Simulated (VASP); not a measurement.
# Be (P6/mmm) in VASP: notebook

Be is run at these levels: revPBE; tasks: single point.

Everything below comes from runs of VASP 6.6.1. Logs are shortened: lines on timing, memory, paths and dates and some standing lists are left out, and cuts for length are marked.

## 1. The cell of the first run

It takes space group P6/mmm (No. 191, hexagonal). Conventional cell: a = 3.496 Å, b = 3.496 Å, c = 2.152 Å, α = 90.00°, β = 90.00°, γ = 120.00°. Within 2.8 Å of Be (site symmetry 6/mmm) lie 14 Be at 2.15 to 2.29 Å. Be (site symmetry -6m2) has 11 Be at 2.02 to 2.29 Å within 2.7 Å.

This isn't the form of Be at room conditions, which is hcp.

## 2. Single point, revPBE (7.60 Å³/atom)

Input file INCAR:

```
SYSTEM = Be
PREC = Accurate
ENCUT = 520
EDIFF = 1E-6
ISMEAR = -1
SIGMA = 0.1
LREAL = .False.
LASPH = .True.
NELM = 100
ALGO = Normal
ISIF = 2
LWAVE = .False.
LCHARG = .False.
GGA = RE
NBANDS = 10
```

Input file KPOINTS:

```
Automatic mesh
0
Gamma
  11 11 16
  0 0 0
```

Input file POSCAR:

```
Be
1.0
    3.4962922094      0.0000000000      0.0000000000
   -1.7481461047      3.0278778724      0.0000000000
    0.0000000000      0.0000000000      2.1523714486
Be
3
Direct
    0.0000000000      0.0000000000      0.0000000000
    0.3333333333      0.6666666667      0.5000000000
    0.6666666667      0.3333333333      0.5000000000
```

Potentials or basis: VASP PAW PBE potentials, release 64 (Be).

The run is started by

```
> cat potpaw_PBE.64/Be/POTCAR > POTCAR
> mpirun -np 1 vasp_std > vasp.out
```

OUTCAR:

```text
SYSTEM = Be
   PREC = Accurate
   ENCUT = 520
   EDIFF = 1E-6
   ISMEAR = -1
   LREAL = .False.
   LASPH = .True.
   NELM = 100
   ISIF = 2
   GGA = RE

 ion  position               nearest neighbor table
   1  0.000  0.000  0.000-   2 2.29   3 2.29   2 2.29   3 2.29   3 2.29   3 2.29   2 2.29   2 2.29
                             3 2.29   3 2.29   2 2.29   2 2.29
   2  0.333  0.667  0.500-   3 2.02   3 2.02   3 2.02   1 2.29   1 2.29   1 2.29   1 2.29   1 2.29
                             1 2.29
   3  0.667  0.333  0.500-   2 2.02   2 2.02   2 2.02   1 2.29   1 2.29   1 2.29   1 2.29   1 2.29
                             1 2.29

  LATTYP: Found a hexagonal cell.
 ALAT       =     3.4962922094
 C/A-ratio  =     0.6156154348

  Lattice vectors:

 A1 = (   3.4962922094,   0.0000000000,   0.0000000000)
 A2 = (  -1.7481461047,   3.0278778724,   0.0000000000)
 A3 = (   0.0000000000,   0.0000000000,   2.1523714486)

Analysis of symmetry for initial positions (statically):
=====================================================================
 Subroutine PRICEL returns:
 Original cell was already a primitive cell.

 Routine SETGRP: Setting up the symmetry group for a
 hexagonal supercell.

 Subroutine GETGRP returns: Found 24 space group operations
 (whereof 24 operations were pure point group operations)
 out of a pool of 24 trial point group operations.

The static configuration has the point symmetry D_6h.

Analysis of symmetry for dynamics (positions and initial velocities):
=====================================================================
 Subroutine PRICEL returns:
 Original cell was already a primitive cell.

 Routine SETGRP: Setting up the symmetry group for a
 hexagonal supercell.

 Subroutine GETGRP returns: Found 24 space group operations
 (whereof 24 operations were pure point group operations)
 out of a pool of 24 trial point group operations.

The dynamic configuration has the point symmetry D_6h.

 Subroutine INISYM returns: Found 24 space group operations
 (whereof 24 operations are pure point group operations),
 and found     1 'primitive' translations

----------------------------------------------------------------------------------------

                                     Primitive cell

  volume of cell :      22.7857

  direct lattice vectors                    reciprocal lattice vectors
     3.496292209  0.000000000  0.000000000     0.286017283  0.165132156  0.000000000
    -1.748146105  3.027877872  0.000000000     0.000000000  0.330264311  0.000000000
     0.000000000  0.000000000  2.152371449     0.000000000  0.000000000  0.464603821

  length of vectors
     3.496292209  3.496292209  2.152371449     0.330264311  0.330264311  0.464603821

  position of ions in fractional coordinates (direct lattice)
     0.000000000  0.000000000  0.000000000
     0.333333333  0.666666667  0.500000000
     0.666666667  0.333333333  0.500000000

  ion indices of the primitive-cell ions
   primitive index   ion index
                 1           1
                 2           2
                 3           3

----------------------------------------------------------------------------------------

 KPOINTS: Automatic mesh

Automatic generation of k-mesh.
 Grid dimensions read from file:
 generate k-points for:   11   11   16

 Generating k-lattice:

  Cartesian coordinates                     Fractional coordinates (reciprocal lattice)
     0.026001571  0.015012014  0.000000000     0.090909091 -0.000000000  0.000000000
     0.000000000  0.030024028  0.000000000     0.000000000  0.090909091  0.000000000
     0.000000000  0.000000000  0.029037739     0.000000000  0.000000000  0.062500000

  Length of vectors
     0.030024028  0.030024028  0.029037739

  Shift w.r.t. Gamma in fractional coordinates (k-lattice)
     0.000000000  0.000000000  0.000000000

 Subroutine IBZKPT returns following result:
 ===========================================

 Found    144 irreducible k-points:

 Following reciprocal coordinates:
            Coordinates               Weight
  0.000000  0.000000  0.000000      1.000000
  0.090909 -0.000000  0.000000      6.000000
  0.181818 -0.000000  0.000000      6.000000
  0.272727 -0.000000  0.000000      6.000000
  0.363636 -0.000000  0.000000      6.000000
  0.454545 -0.000000  0.000000      6.000000
[... 16 lines left out ...]
  0.090909  0.090909  0.062500     12.000000
  0.181818  0.090909  0.062500     24.000000
 [... further k-points ...]
   k-points           NKPTS =    144   k-points in BZ     NKDIM =    144   number of bands    NBANDS=     10
   number of dos      NEDOS =    301   number of ions     NIONS =      3
   total plane-waves  NPLWV =  12544
   dimension x,y,z NGX =    28 NGY =   28 NGZ =   16
   dimension x,y,z NGXF=    56 NGYF=   56 NGZF=   32
   ions per type =               3
   NGX,Y,Z   is equivalent  to a cutoff of  13.31, 13.31, 12.36 a.u.
   NGXF,Y,Z  is equivalent  to a cutoff of  26.63, 26.63, 24.72 a.u.
 SYSTEM =  Be
   PREC   = accura    normal or accurate (medium, high low for compatibility)
   ISTART =      0    job   : 0-new  1-cont  2-samecut
   ICHARG =      2    charge: 1-file 2-atom 10-const
   ISPIN  =      1    spin polarized calculation?
   LNONCOLLINEAR =      F non collinear calculations
   LSORBIT =      F    spin-orbit coupling
   LASPH  =      T    aspherical Exc in radial PAW
   ENCUT  =  520.0 eV  38.22 Ry    6.18 a.u.   6.50  6.50  4.00*2*pi/ulx,y,z
   NELM   =    100;   NELMIN=  2; NELMDL= -5     # of ELM steps
   EDIFF  = 0.1E-05   stopping-criterion for ELM
   LREAL  =      F    real-space projection
   EDIFFG = 0.1E-04   stopping-criterion for IOM
   NSW    =      0    number of steps for IOM
   IBRION =     -1    ionic relax: 0-MD 1-quasi-New 2-CG
   NFREE  =      0    steps in history (QN), initial steepest desc. (CG)
   ISIF   =      2    stress and relaxation
   ISYM   =      2    0-nonsym 1-usesym 2-fastsym
   POTIM  = 0.5000    time-step for ionic-motion
   TEBEG  =    0.0;   TEEND  =   0.0 temperature during run
   PSTRESS=    0.0 pullay stress
   NELECT =       6.0000    total number of electrons
   NUPDOWN=      -1.0000    fix difference up-down
   EMIN   =  10.00;   EMAX   =-10.00  energy-range for DOS
   EFERMI =   0.00;   METHOD = LEGACY
   ISMEAR =    -1;   SIGMA  =   0.10  broadening in eV -4-tet -1-fermi 0-gaus
   EFERMI_NEDOS =   21; number of points for ismear=-14 and -15
   IALGO  =     38    algorithm
   IMIX   =      4    mixing-type and parameters
     AMIX     =   0.40;   BMIX     =  1.00
     AMIX_MAG =   1.60;   BMIX_MAG =  1.00
  volume/ion in A,a.u.               =       7.60        51.26
  Fermi-wavevector in a.u.,A,eV,Ry     =   1.049311  1.982910 14.980738  1.101053
  Thomas-Fermi vector in A             =   2.184268
   LORBIT       =      0    0 simple, 1 ext, 2 COOP (PROOUT), +10 PAW based schemes
   GGA     = RE    functional components
   LHFCALC =     F    Hartree Fock is set to
   AEXX    =    0.0000 exact exchange contribution
   IVDW    =     0    specifies the selected vdW correction
   LEPSILON=     F    determine dielectric tensor
   LRPA    =     F    only Hartree local field effects (RPA)
 non-spin polarized calculation
  energy-cutoff  :      520.00
  volume of cell :       22.79
 maximum number of plane-waves:       644
 NGX is ok and might be reduce to    28
   NGX = 13   NGY = 13   NGZ =  9

 number of electron       6.0000000 magnetization

 Free energy of the ion-electron system (eV)
  ---------------------------------------------------
  ext. energy  EPLUGINS =         0.00000000
  ---------------------------------------------------
  free energy    TOTEN  =       -10.06207925 eV

  energy without entropy =      -10.04326575  energy(sigma->0) =      -10.05267250

 E-fermi :   8.1315     XC(G=0): -10.7423

 val. band max:        8.1091418070   @ k =   0.0909  -0.0000   0.0000
 cond. band min:       8.1381218607   @ k =   0.0000   0.0000   0.1875
 fundamental gap:      0.0289800537
 Fermi energy:         8.1314518659

 k-point     1 :       0.0000    0.0000    0.0000
  band No.  band energies     occupation
      1      -4.1763      2.00000
      2       6.8028      2.00000
      3       6.8028      2.00000
      4       7.0352      1.99997
      5       7.0352      1.99997
      6      13.9732      0.00000
      7      14.2536      0.00000
      8      19.1739      0.00000
      9      28.3020      0.00000
     10      28.3430      0.00000

 k-point     2 :       0.0909   -0.0000    0.0000
  band No.  band energies     occupation
      1      -4.0776      2.00000
      2       5.3420      2.00000
      3       5.6044      2.00000
      4       8.1091      1.11109
      5       8.4895      0.05424
      6      14.3779      0.00000
      7      14.6045      0.00000
      8      19.2948      0.00000
      9      27.8210      0.00000
     10      28.0732      0.00000

 k-point     3 :       0.1818   -0.0000    0.0000
  band No.  band energies     occupation
      1      -3.7816      2.00000
      2       3.6823      2.00000
      3       4.5560      2.00000
      4       8.6929      0.00726
      5      10.3037      0.00000
      6      15.2437      0.00000
      7      15.9004      0.00000
      8      19.6560      0.00000
      9      26.5136      0.00000
     10      27.1194      0.00000

 k-point     4 :       0.2727   -0.0000    0.0000
  band No.  band energies     occupation
      1      -3.2879      2.00000
      2       2.0933      2.00000
      3       3.7671      2.00000
      4       8.8517      0.00149
      5      12.3617      0.00000
      6      16.3673      0.00000
      7      17.9327      0.00000
      8      20.2529      0.00000
      9      24.8184      0.00000
     10      25.0425      0.00000

 k-point     5 :       0.3636   -0.0000    0.0000
  band No.  band energies     occupation
      1      -2.5966      2.00000
      2       0.6474      2.00000
      3       3.2405      2.00000
      4       8.8488      0.00153
      5      14.6476      0.00000
      6      17.7430      0.00000
      7      20.1581      0.00000
      8      21.0761      0.00000
      9      22.5002      0.00000
     10      22.9621      0.00000

 k-point     6 :       0.4545   -0.0000    0.0000
  band No.  band energies     occupation
      1      -1.7089      2.00000
      2      -0.6235      2.00000
      3       2.9769      2.00000
      4       8.8226      0.00199
      5      17.1289      0.00000
      6      19.3244      0.00000
      7      19.8090      0.00000
      8      21.1058      0.00000
      9      21.8503      0.00000
     10      22.1090      0.00000
[... 183 lines left out ...]
 k-point    21 :       0.3636   -0.0000    0.0625
  band No.  band energies     occupation
      1      -2.5022      2.00000
      2       0.7472      2.00000
      3       3.3616      2.00000
      4       8.8814      0.00111
      5      14.7545      0.00000
      6      17.5240      0.00000
      7      19.7844      0.00000
      8      20.3467      0.00000
      9      22.5419      0.00000
     10      23.0769      0.00000

 k-point    22 :       0.4545   -0.0000    0.0625
  band No.  band energies     occupation
      1      -1.6133      2.00000
      2      -0.5260      2.00000
      3       3.0981      2.00000
      4       8.8502      0.00151
      5      17.2236      0.00000
      6      19.0490      0.00000
      7      19.8928      0.00000
      8      20.3854      0.00000
      9      21.4665      0.00000
     10      21.7980      0.00000

 k-point    23 :       0.0909    0.0909    0.0625
  band No.  band energies     occupation
      1      -3.7873      2.00000
      2       4.5413      2.00000
      3       4.5512      2.00000
      4       9.2424      0.00003
      5       9.3774      0.00001
      6      14.8856      0.00000
      7      15.2019      0.00000
      8      19.0412      0.00000
      9      26.7421      0.00000
     10      27.1287      0.00000

 k-point    24 :       0.1818    0.0909    0.0625
  band No.  band energies     occupation
      1      -3.3921      2.00000
      2       3.0003      2.00000
      3       3.7288      2.00000
      4       9.5447      0.00000
      5      11.0408      0.00000
      6      16.1116      0.00000
      7      16.7518      0.00000
      8      19.4543      0.00000
      9      24.9507      0.00000
     10      26.1262      0.00000

 [... further k-points ...]

------------------------ aborting loop because EDIFF is reached ----------------------------------------

  FORCE on cell =-STRESS in cart. coord.  units (eV):
  Direction    XX          YY          ZZ          XY          YZ          ZX
  --------------------------------------------------------------------------------------
  -------------------------------------------------------------------------------------
  Total        1.6351983      1.6351983      1.2950294      0.0000000      0.0000000      0.0000000
  in kB      114.9787823    114.9787823     91.0598441      0.0000000      0.0000000      0.0000000
  external PRESSURE =     107.0058029 kB  Pullay stress =       0.0000000 kB

 VOLUME and BASIS-vectors are now :
 -----------------------------------------------------------------------------
  energy-cutoff  :      520.00
  volume of cell :       22.79
      direct lattice vectors                 reciprocal lattice vectors
     3.496292209  0.000000000  0.000000000     0.286017283  0.165132156  0.000000000
    -1.748146105  3.027877872  0.000000000     0.000000000  0.330264311  0.000000000
     0.000000000  0.000000000  2.152371449     0.000000000  0.000000000  0.464603821

 POSITION                                       TOTAL-FORCE (eV/Angst)
 -----------------------------------------------------------------------------------
      0.00000      0.00000      0.00000         0.000000      0.000000      0.000000
     -0.00000      2.01859      1.07619         0.000000     -0.000000      0.000000
      1.74815      1.00929      1.07619        -0.000000      0.000000     -0.000000
 -----------------------------------------------------------------------------------
    total drift:                                0.000000     -0.000000     -0.000000

  FREE ENERGIE OF THE ION-ELECTRON SYSTEM (eV)
  ---------------------------------------------------
  free  energy   TOTEN  =       -10.0620792506 eV

  energy  without entropy=      -10.0432657502  energy(sigma->0) =      -10.05267250
```

Wall time 22 s (1 thread of Intel Xeon 8259CL, shared host); peak memory 0.15 GiB.

What came out:

```
Free energy            : -10.0621 eV
Pressure               : 10.7 GPa
Band gap on the k mesh : zero (bands 3 and 4 overlap by 5.00 eV)
```

Caveat: the cell stands under pressure; the PAW data sets were made with another functional, which shifts forces and pressure a little.

## 3. Single point, revPBE (7.93 Å³/atom)

This run uses another cell than the first one, of 7.93 Å³/atom.

Input file INCAR:

```
PREC = Accurate
ENCUT = 520
EDIFF = 1E-6
ISMEAR = -1
SIGMA = 0.1
LREAL = F
LASPH = T
NELM = 100
ALGO = Normal
ISIF = 2
LWAVE = F
LCHARG = F
GGA = RE
NBANDS = 10
```

Input file KPOINTS:

```
regular mesh
0
Gamma
  11 11 16
```

Input file POSCAR:

```
Be
1.0
    3.5462459900      0.0000000000      0.0000000000
   -1.7731229950      3.0711391154      0.0000000000
    0.0000000000      0.0000000000      2.1831237669
Be
3
Direct
    0.0000000000      0.0000000000      0.0000000000
    0.3333333333      0.6666666667      0.5000000000
    0.6666666667      0.3333333333      0.5000000000
```

Potentials or basis: VASP PAW PBE potentials, release 64 (Be).

The run is started by

```
> cat potpaw_PBE.64/Be/POTCAR > POTCAR
> mpirun -np 1 vasp_std > vasp.out
```

It took 22 s on 1 thread of Intel Xeon 8259CL, shared host; peak memory 0.15 GiB.

The run converged. Its results:

```yaml
Free_energy: -10.1098 eV
Pressure: 4.9 GPa
Band_gap_on_the_k_mesh: zero (bands 3 and 4 overlap by 4.83 eV)
```

Stress tensor (GPa, compression positive):
```
5.16 0.00 0.00
0.00 5.16 0.00
0.00 0.00 4.45
```

Levels at points of the mesh, in eV from the Fermi level:
```
           k point  band 1  band 2  band 3  band 4  band 5  band 6
(0.00, 0.00, 0.00)  -12.02   -1.24   -1.24   -1.01   -1.01    5.55
(0.00, 0.00, 0.50)   -6.59   -5.74    3.81    3.81    4.44    6.01
```

Caveat: the cell stands under pressure; the PAW data sets were made with another functional, which shifts forces and pressure a little.

(Continued in part 2 of 2.)
